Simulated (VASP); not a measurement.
# GaSb3 (Pm-3m) in VASP: single point with PBE

Aim: the single point of GaSb3 with PBE.

Program: VASP 6.6.1. These are calculated values, not measurements. Logs are shortened: lines on timing, memory, paths and dates and some standing lists are left out, and cuts for length are marked.

### 1 The cell of the first run

Symmetry: Pm-3m, No. 221, cubic system. Conventional cell: a = 4.626 Å, b = 4.626 Å, c = 4.626 Å, α = 90.00°, β = 90.00°, γ = 90.00°. Within 4.3 Å of Ga (site symmetry m-3m) lie 12 Sb at 3.27 Å. Sb (site symmetry 4/mmm) has 4 Ga at 3.27 Å and 8 Sb at 3.27 Å within 4.3 Å.

### 2 Single point, PBE (In replaced by Ga, lengths x 0.979, strained)

Input file INCAR:

```
SYSTEM = GaSb3
ALGO = Normal
EDIFF = 1E-6
ENCUT = 520
GGA = PE
ISIF = 2
ISMEAR = 0
LASPH = .TRUE.
LCHARG = .TRUE.
LELF = .TRUE.
LREAL = .FALSE.
LVHAR = .TRUE.
LWAVE = .FALSE.
NBANDS = 22
NELM = 80
PREC = Accurate
SIGMA = 0.1
```

Input file KPOINTS:

```
k-points
0
G
  10 10 10
  0 0 0
```

Input file POSCAR:

```
GaSb3
1.0
    4.6256335858      0.0000000000      0.0000000000
    0.0000000000      4.6256335858      0.0000000000
    0.0000000000      0.0000000000      4.6256335858
Ga Sb
1 3
Direct
    0.0000000000      0.0000000000      0.0000000000
    0.5000000000      0.0000000000      0.5000000000
    0.0000000000      0.5000000000      0.5000000000
    0.5000000000      0.5000000000      0.0000000000
```

Potentials or basis: VASP PAW PBE potentials, release 64 (Ga_d, Sb).

Launch:

```sh
> cat potpaw_PBE.64/Ga_d/POTCAR potpaw_PBE.64/Sb/POTCAR > POTCAR
> mpirun -np 1 vasp_std > vasp.out
```

OUTCAR:

```text
SYSTEM = GaSb3
   EDIFF = 1E-6
   ENCUT = 520
   GGA = PE
   ISIF = 2
   ISMEAR = 0
   LASPH = .TRUE.
   LREAL = .FALSE.
   NELM = 80
   PREC = Accurate

 ion  position               nearest neighbor table
   1  0.000  0.000  0.000-   2 3.27   3 3.27   4 3.27   2 3.27   3 3.27   3 3.27   4 3.27   3 3.27
                             2 3.27   4 3.27   2 3.27   4 3.27
   2  0.500  0.000  0.500-   1 3.27   3 3.27   4 3.27   1 3.27   4 3.27   3 3.27   4 3.27   4 3.27
                             1 3.27   3 3.27   1 3.27   3 3.27
   3  0.000  0.500  0.500-   1 3.27   2 3.27   4 3.27   1 3.27   4 3.27   1 3.27   2 3.27   1 3.27
                             2 3.27   4 3.27   4 3.27   2 3.27
   4  0.500  0.500  0.000-   1 3.27   2 3.27   3 3.27   2 3.27   3 3.27   1 3.27   2 3.27   2 3.27
                             1 3.27   3 3.27   3 3.27   1 3.27

  LATTYP: Found a simple cubic cell.
 ALAT       =     4.6256335858

  Lattice vectors:

 A1 = (   4.6256335858,   0.0000000000,   0.0000000000)
 A2 = (   0.0000000000,   4.6256335858,   0.0000000000)
 A3 = (   0.0000000000,   0.0000000000,   4.6256335858)

Analysis of symmetry for initial positions (statically):
=====================================================================
 Subroutine PRICEL returns:
 Original cell was already a primitive cell.

 Routine SETGRP: Setting up the symmetry group for a
 simple cubic supercell.

 Subroutine GETGRP returns: Found 48 space group operations
 (whereof 48 operations were pure point group operations)
 out of a pool of 48 trial point group operations.

The static configuration has the point symmetry O_h .

Analysis of symmetry for dynamics (positions and initial velocities):
=====================================================================
 Subroutine PRICEL returns:
 Original cell was already a primitive cell.

 Routine SETGRP: Setting up the symmetry group for a
 simple cubic supercell.

 Subroutine GETGRP returns: Found 48 space group operations
 (whereof 48 operations were pure point group operations)
 out of a pool of 48 trial point group operations.

The dynamic configuration has the point symmetry O_h .

 Subroutine INISYM returns: Found 48 space group operations
 (whereof 48 operations are pure point group operations),
 and found     1 'primitive' translations

----------------------------------------------------------------------------------------

                                     Primitive cell

  volume of cell :      98.9723

  direct lattice vectors                    reciprocal lattice vectors
     4.625633586  0.000000000  0.000000000     0.216186600  0.000000000  0.000000000
     0.000000000  4.625633586  0.000000000     0.000000000  0.216186600  0.000000000
     0.000000000  0.000000000  4.625633586     0.000000000  0.000000000  0.216186600

  length of vectors
     4.625633586  4.625633586  4.625633586     0.216186600  0.216186600  0.216186600

  position of ions in fractional coordinates (direct lattice)
     0.000000000  0.000000000  0.000000000
     0.500000000  0.000000000  0.500000000
     0.000000000  0.500000000  0.500000000
     0.500000000  0.500000000  0.000000000

  ion indices of the primitive-cell ions
   primitive index   ion index
                 1           1
                 2           2
                 3           3
                 4           4

----------------------------------------------------------------------------------------

 KPOINTS: k-points

Automatic generation of k-mesh.
 Grid dimensions read from file:
 generate k-points for:   10   10   10

 Generating k-lattice:

  Cartesian coordinates                     Fractional coordinates (reciprocal lattice)
     0.021618660  0.000000000  0.000000000     0.100000000  0.000000000  0.000000000
     0.000000000  0.021618660  0.000000000     0.000000000  0.100000000  0.000000000
     0.000000000  0.000000000  0.021618660     0.000000000  0.000000000  0.100000000

  Length of vectors
     0.021618660  0.021618660  0.021618660

  Shift w.r.t. Gamma in fractional coordinates (k-lattice)
     0.000000000  0.000000000  0.000000000

 Subroutine IBZKPT returns following result:
 ===========================================

 Found     56 irreducible k-points:

 Following reciprocal coordinates:
            Coordinates               Weight
  0.000000  0.000000  0.000000      1.000000
  0.100000  0.000000  0.000000      6.000000
  0.200000  0.000000  0.000000      6.000000
  0.300000  0.000000  0.000000      6.000000
  0.400000  0.000000  0.000000      6.000000
  0.500000  0.000000  0.000000      3.000000
[... 16 lines left out ...]
  0.200000  0.100000  0.100000     24.000000
  0.300000  0.100000  0.100000     24.000000
 [... further k-points ...]
   k-points           NKPTS =     56   k-points in BZ     NKDIM =     56   number of bands    NBANDS=     22
   number of dos      NEDOS =    301   number of ions     NIONS =      4
   total plane-waves  NPLWV =  46656
   dimension x,y,z NGX =    36 NGY =   36 NGZ =   36
   dimension x,y,z NGXF=    72 NGYF=   72 NGZF=   72
   ions per type =               1   3
   NGX,Y,Z   is equivalent  to a cutoff of  12.94, 12.94, 12.94 a.u.
   NGXF,Y,Z  is equivalent  to a cutoff of  25.88, 25.88, 25.88 a.u.
 SYSTEM =  GaSb3
   PREC   = accura    normal or accurate (medium, high low for compatibility)
   ISTART =      0    job   : 0-new  1-cont  2-samecut
   ICHARG =      2    charge: 1-file 2-atom 10-const
   ISPIN  =      1    spin polarized calculation?
   LNONCOLLINEAR =      F non collinear calculations
   LSORBIT =      F    spin-orbit coupling
   LASPH  =      T    aspherical Exc in radial PAW
   ENCUT  =  520.0 eV  38.22 Ry    6.18 a.u.   8.60  8.60  8.60*2*pi/ulx,y,z
   NELM   =     80;   NELMIN=  2; NELMDL= -5     # of ELM steps
   EDIFF  = 0.1E-05   stopping-criterion for ELM
   LREAL  =      F    real-space projection
   EDIFFG = 0.1E-04   stopping-criterion for IOM
   NSW    =      0    number of steps for IOM
   IBRION =     -1    ionic relax: 0-MD 1-quasi-New 2-CG
   NFREE  =      0    steps in history (QN), initial steepest desc. (CG)
   ISIF   =      2    stress and relaxation
   ISYM   =      2    0-nonsym 1-usesym 2-fastsym
   POTIM  = 0.5000    time-step for ionic-motion
   TEBEG  =    0.0;   TEEND  =   0.0 temperature during run
   PSTRESS=    0.0 pullay stress
   NELECT =      28.0000    total number of electrons
   NUPDOWN=      -1.0000    fix difference up-down
   EMIN   =  10.00;   EMAX   =-10.00  energy-range for DOS
   EFERMI =   0.00;   METHOD = LEGACY
   ISMEAR =     0;   SIGMA  =   0.10  broadening in eV -4-tet -1-fermi 0-gaus
   EFERMI_NEDOS =   21; number of points for ismear=-14 and -15
   IALGO  =     38    algorithm
   IMIX   =      4    mixing-type and parameters
     AMIX     =   0.40;   BMIX     =  1.00
     AMIX_MAG =   1.60;   BMIX_MAG =  1.00
  volume/ion in A,a.u.               =      24.74       166.97
  Fermi-wavevector in a.u.,A,eV,Ry     =   1.074706  2.030900 15.714629  1.154993
  Thomas-Fermi vector in A             =   2.210542
   LORBIT       =      0    0 simple, 1 ext, 2 COOP (PROOUT), +10 PAW based schemes
   GGA     = PE    functional components
   LHFCALC =     F    Hartree Fock is set to
   AEXX    =    0.0000 exact exchange contribution
   IVDW    =     0    specifies the selected vdW correction
   LEPSILON=     F    determine dielectric tensor
   LRPA    =     F    only Hartree local field effects (RPA)
 non-spin polarized calculation
 Gauss-broadening in eV      SIGMA  =   0.10
  energy-cutoff  :      520.00
  volume of cell :       98.97
 maximum number of plane-waves:      2685
 NGX is ok and might be reduce to    36
   NGX = 17   NGY = 17   NGZ = 17

 number of electron      27.9999998 magnetization

 Free energy of the ion-electron system (eV)
  ---------------------------------------------------
  ext. energy  EPLUGINS =         0.00000000
  ---------------------------------------------------
  free energy    TOTEN  =       -14.49303477 eV

  energy without entropy =      -14.48464145  energy(sigma->0) =      -14.48883811

 E-fermi :   8.0987     XC(G=0): -10.3990

 val. band max:        8.0480460857   @ k =   0.4000   0.4000   0.0000
 cond. band min:       8.1196230667   @ k =   0.4000   0.1000   0.1000
 fundamental gap:      0.0715769809
 Fermi energy:         8.0987009319

 k-point     1 :       0.0000    0.0000    0.0000
  band No.  band energies     occupation
      1      -6.7877      2.00000
      2      -6.7877      2.00000
      3      -6.7811      2.00000
      4      -6.7811      2.00000
      5      -6.7811      2.00000
      6      -4.7484      2.00000
[... 14 lines left out ...]
     21      13.1024      0.00000
     22      13.3229      0.00000

 k-point     2 :       0.1000    0.0000    0.0000
  band No.  band energies     occupation
      1      -6.7874      2.00000
      2      -6.7870      2.00000
      3      -6.7817      2.00000
      4      -6.7817      2.00000
      5      -6.7811      2.00000
      6      -4.6809      2.00000
[... 14 lines left out ...]
     21      13.4994      0.00000
     22      13.5590      0.00000

 k-point     3 :       0.2000    0.0000    0.0000
  band No.  band energies     occupation
      1      -6.7868      2.00000
      2      -6.7852      2.00000
      3      -6.7831      2.00000
      4      -6.7831      2.00000
      5      -6.7811      2.00000
      6      -4.4800      2.00000
[... 14 lines left out ...]
     21      13.9498      0.00000
     22      14.0160      0.00000
[... 476 lines left out ...]
 k-point    23 :       0.2000    0.1000    0.1000
  band No.  band energies     occupation
      1      -6.7858      2.00000
      2      -6.7846      2.00000
      3      -6.7839      2.00000
      4      -6.7836      2.00000
      5      -6.7821      2.00000
      6      -4.3449      2.00000
[... 14 lines left out ...]
     21      13.9241      0.00000
     22      13.9863      0.00000

 k-point    24 :       0.3000    0.1000    0.1000
  band No.  band energies     occupation
      1      -6.7860      2.00000
      2      -6.7858      2.00000
      3      -6.7847      2.00000
      4      -6.7825      2.00000
      5      -6.7819      2.00000
      6      -4.0179      2.00000
[... 14 lines left out ...]
     21      13.8087      0.00000
     22      14.0074      0.00000

 [... further k-points ...]

------------------------ aborting loop because EDIFF is reached ----------------------------------------

  FORCE on cell =-STRESS in cart. coord.  units (eV):
  Direction    XX          YY          ZZ          XY          YZ          ZX
  --------------------------------------------------------------------------------------
  -------------------------------------------------------------------------------------
  Total        2.1329085      2.1329085      2.1329085      0.0000000      0.0000000     -0.0000000
  in kB       34.5278173     34.5278173     34.5278173      0.0000000      0.0000000     -0.0000000
  external PRESSURE =      34.5278173 kB  Pullay stress =       0.0000000 kB

 VOLUME and BASIS-vectors are now :
 -----------------------------------------------------------------------------
  energy-cutoff  :      520.00
  volume of cell :       98.97
      direct lattice vectors                 reciprocal lattice vectors
     4.625633586  0.000000000  0.000000000     0.216186600  0.000000000  0.000000000
     0.000000000  4.625633586  0.000000000     0.000000000  0.216186600  0.000000000
     0.000000000  0.000000000  4.625633586     0.000000000  0.000000000  0.216186600

 POSITION                                       TOTAL-FORCE (eV/Angst)
 -----------------------------------------------------------------------------------
      0.00000      0.00000      0.00000         0.000000      0.000000      0.000000
      2.31282      0.00000      2.31282         0.000000      0.000000      0.000000
      0.00000      2.31282      2.31282         0.000000      0.000000      0.000000
      2.31282      2.31282      0.00000         0.000000      0.000000      0.000000
 -----------------------------------------------------------------------------------
    total drift:                                0.000000     -0.000000     -0.000000

  FREE ENERGIE OF THE ION-ELECTRON SYSTEM (eV)
  ---------------------------------------------------
  free  energy   TOTEN  =       -14.4930347732 eV

  energy  without entropy=      -14.4846414452  energy(sigma->0) =      -14.48883811
```

It took 1.7 min on 1 thread of Intel Xeon 8259CL, shared host; peak memory 0.27 GiB.

What came out:

```yaml
Free_energy: -14.4930 eV
Pressure: 3.5 GPa
Band_gap_on_the_k_mesh: zero (bands 14 and 15 overlap by 5.32 eV)
```

Caveat: the cell differs from its parent crystal (In replaced by Ga, lengths x 0.979, strained); the cell stands under pressure; spin-orbit coupling is left out, which moves the levels of the heavy elements.

The gap in the log of VASP goes by the Fermi energy; the results here count the filled bands.